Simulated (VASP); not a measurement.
# Co (P-3m1) in VASP: notebook, part 2 of 2

VASP 6.6.1. The steps go on from the part before.

### Step 5. Single point, PBEsol, collinear spin, ferromagnetic start

INCAR reads:

```
PREC = Accurate
ENCUT = 520
EDIFF = 1E-6
ISMEAR = -1
SIGMA = 0.05
LREAL = F
LASPH = T
NELM = 150
ALGO = Normal
ISIF = 2
LWAVE = F
LCHARG = F
ISPIN = 2
MAGMOM = 1.5 1.5
LORBIT = 11
NUPDOWN = 3.0
LMAXMIX = 4
GGA = PS
NBANDS = 20
```

KPOINTS reads:

```
Automatic mesh
0
Gamma
  10 10 6
```

POSCAR reads:

```
Co
1.0
    2.4873648738      0.0000000000      0.0000000000
   -1.2436824369      2.1541211692      0.0000000000
    0.0000000000      0.0000000000      4.0632895034
Co
2
Direct
    0.3333333333      0.6666666667      0.7401390000
    0.6666666667      0.3333333333      0.2598610000
```

Potentials or basis: VASP PAW PBE potentials, release 64 (Co).

Run with:

```
> cat potpaw_PBE.64/Co/POTCAR > POTCAR
> mpirun -np 1 vasp_std > vasp.out
```

OUTCAR:

```text
PREC = Accurate
   ENCUT = 520
   EDIFF = 1E-6
   ISMEAR = -1
   LREAL = F
   LASPH = T
   NELM = 150
   ISIF = 2
   ISPIN = 2
   LORBIT = 11
   NUPDOWN = 3.0
   GGA = PS

 ion  position               nearest neighbor table
   1  0.333  0.667  0.740-   2 2.42   2 2.42   2 2.42   2 2.55   2 2.55   2 2.55
   2  0.667  0.333  0.260-   1 2.42   1 2.42   1 2.42   1 2.55   1 2.55   1 2.55

  LATTYP: Found a hexagonal cell.
 ALAT       =     2.4873648738
 C/A-ratio  =     1.6335719565

  Lattice vectors:

 A1 = (   2.4873648738,   0.0000000000,   0.0000000000)
 A2 = (  -1.2436824369,   2.1541211692,   0.0000000000)
 A3 = (   0.0000000000,   0.0000000000,   4.0632895034)

Analysis of symmetry for initial positions (statically):
=====================================================================
 Subroutine PRICEL returns:
 Original cell was already a primitive cell.

 Routine SETGRP: Setting up the symmetry group for a
 hexagonal supercell.

 Subroutine GETGRP returns: Found 12 space group operations
[... 740 lines left out ...]

 spin component 2

 k-point     1 :       0.0000    0.0000    0.0000
  band No.  band energies     occupation
      1       1.1157      1.00000
      2       5.7800      1.00000
      3       8.9161      1.00000
      4       9.0062      1.00000
      5       9.0062      1.00000
      6       9.3239      1.00000
[... 541 lines left out ...]
     19      32.6965      0.00000
     20      33.4039      0.00000

 [... further k-points ...]
[... 5 lines left out ...]
  --------------------------------------------------------------------------------------
  -------------------------------------------------------------------------------------
  Total       -1.5003965     -1.5003965     -1.8747955      0.0000000      0.0000000      0.0000000
  in kB     -110.4152939   -110.4152939   -137.9675935      0.0000000      0.0000000      0.0000000
  external PRESSURE =    -119.5993938 kB  Pullay stress =       0.0000000 kB

 VOLUME and BASIS-vectors are now :
 -----------------------------------------------------------------------------
  energy-cutoff  :      520.00
  volume of cell :       21.77
      direct lattice vectors                 reciprocal lattice vectors
     2.487364874  0.000000000  0.000000000     0.402031889  0.232113220  0.000000000
    -1.243682437  2.154121169  0.000000000     0.000000000  0.464226439  0.000000000
     0.000000000  0.000000000  4.063289503     0.000000000  0.000000000  0.246106018

 POSITION                                       TOTAL-FORCE (eV/Angst)
 -----------------------------------------------------------------------------------
     -0.00000      1.43608      3.00740         0.000000      0.000000      0.481502
      1.24368      0.71804      1.05589        -0.000000     -0.000000     -0.481502
 -----------------------------------------------------------------------------------
    total drift:                                0.000000     -0.000000     -0.000000

  FREE ENERGIE OF THE ION-ELECTRON SYSTEM (eV)
  ---------------------------------------------------
  free  energy   TOTEN  =       -15.3969550838 eV

  energy  without entropy=      -15.3794379964  energy(sigma->0) =      -15.38819654

 total charge

# of ion       s       p       d       tot
------------------------------------------
    1        0.486   0.522   7.264   8.272
    2        0.486   0.522   7.264   8.272
--------------------------------------------------
tot          0.972   1.044  14.527  16.543

 magnetization (x)

# of ion       s       p       d       tot
------------------------------------------
    1       -0.017  -0.053   1.588   1.518
    2       -0.017  -0.053   1.588   1.518
--------------------------------------------------
tot         -0.034  -0.107   3.176   3.035
```

OSZICAR:

```text
N       E                     dE             d eps       ncg     rms          rms(c)
DAV:   1     0.825594052617E+02    0.82559E+02   -0.78726E+03  6096   0.118E+03
DAV:   2    -0.135198349661E+02   -0.96079E+02   -0.87460E+02  5836   0.216E+02
DAV:   3    -0.179027984308E+02   -0.43830E+01   -0.42047E+01  6548   0.556E+01
DAV:   4    -0.179710384578E+02   -0.68240E-01   -0.68180E-01  6912   0.609E+00
DAV:   5    -0.179731979194E+02   -0.21595E-02   -0.21593E-02  6720   0.106E+00    0.161E+01
DAV:   6    -0.159500616405E+02    0.20231E+01   -0.89610E+00  6568   0.614E+01    0.722E+00
DAV:   7    -0.154411909492E+02    0.50887E+00   -0.14982E+00  6744   0.226E+01    0.387E+00
DAV:   8    -0.154142461203E+02    0.26945E-01   -0.16401E-02  8464   0.132E+00    0.151E+00
DAV:   9    -0.153989471663E+02    0.15299E-01   -0.22180E-03  9384   0.917E-01    0.419E-01
DAV:  10    -0.153969436540E+02    0.20035E-02   -0.54729E-04  7348   0.229E-01    0.663E-02
DAV:  11    -0.153969556153E+02   -0.11961E-04   -0.34262E-05  6652   0.521E-02    0.370E-02
DAV:  12    -0.153969579620E+02   -0.23467E-05   -0.13176E-06  6068   0.126E-02    0.157E-02
DAV:  13    -0.153969546832E+02    0.32788E-05   -0.15064E-06  4580   0.137E-02    0.349E-03
DAV:  14    -0.153969550838E+02   -0.40059E-06   -0.51591E-07  3084   0.654E-03
   1 F= -.15396955E+02 E0= -.15388197E+02  d E =-.175171E-01  mag=     3.0000
```

stdout:

```text
POSCAR found type information on POSCAR Co
 POSCAR found :  1 types and       2 ions
 scaLAPACK will be used
 -----------------------------------------------------------------------------
|                                                                             |
|                                                                             |
|     You enforced a specific xc type in the INCAR file but a different       |
|     I HOPE YOU KNOW WHAT YOU ARE DOING!                                     |
|                                                                             |
 -----------------------------------------------------------------------------

 LDA part: xc-table for (Slater+PW92), standard interpolation
 POSCAR, INCAR and KPOINTS ok, starting setup
 FFT: planning ... GRIDC
 FFT: planning ... GRID_SOFT
 FFT: planning ... GRID
 WAVECAR not read
 entering main loop
```

It took 82 s on 1 thread of Intel Xeon 8259CL, shared host; peak memory 0.16 GiB.

What came out:

| Item | Value |
| --- | --- |
| Free energy | -15.3970 eV |
| Pressure | -12.0 GPa |
| Largest force | 0.482 eV/Å |
| Net moment | 3.00 μB per cell |
| Site moments | Co +1.52 μB |
| Valence electrons inside the program's atomic spheres | Co 8.27 |

Forces on the atoms (eV/Å):
```
Co   0.000  0.000  0.482
Co   0.000  0.000 -0.482
```

Caveat: the cell stands under tension; the PAW data sets were made with another functional, which shifts forces and pressure a little; the total moment is fixed, so each spin has its own Fermi level and the state may be an excited one.

### Step 6. Summary

| spin | fixed moment (μB) | pressure (GPa) | moment (μB) | largest force (eV/Å) |
| --- | --- | --- | --- | --- |
| collinear, zero start | 0.0 | -21.4 | 0.00 | 0.51 |
| collinear, ferromagnetic start | 1.0 | -20.5 | 1.00 | 0.52 |
| collinear, ferromagnetic start | 2.0 | -17.2 | 2.00 | 0.53 |
| collinear, ferromagnetic start | 3.0 | -12.0 | 3.00 | 0.48 |

Alike in all rows: task single point; level PBEsol; potentials or basis VASP PAW PBE potentials, release 64 (Co); cell as given; k mesh 10 × 10 × 6; cutoff (eV) 520; smearing fermi-dirac 0.05 eV.

Caveats: the cell stands under tension; the PAW data sets were made with another functional, which shifts forces and pressure a little; the total moment is fixed, so each spin has its own Fermi level and the state may be an excited one (at least some runs); the total moment is fixed, so each spin has its own Fermi level (at least some runs).

Absolute energies hang on the potentials; compare differences alone.
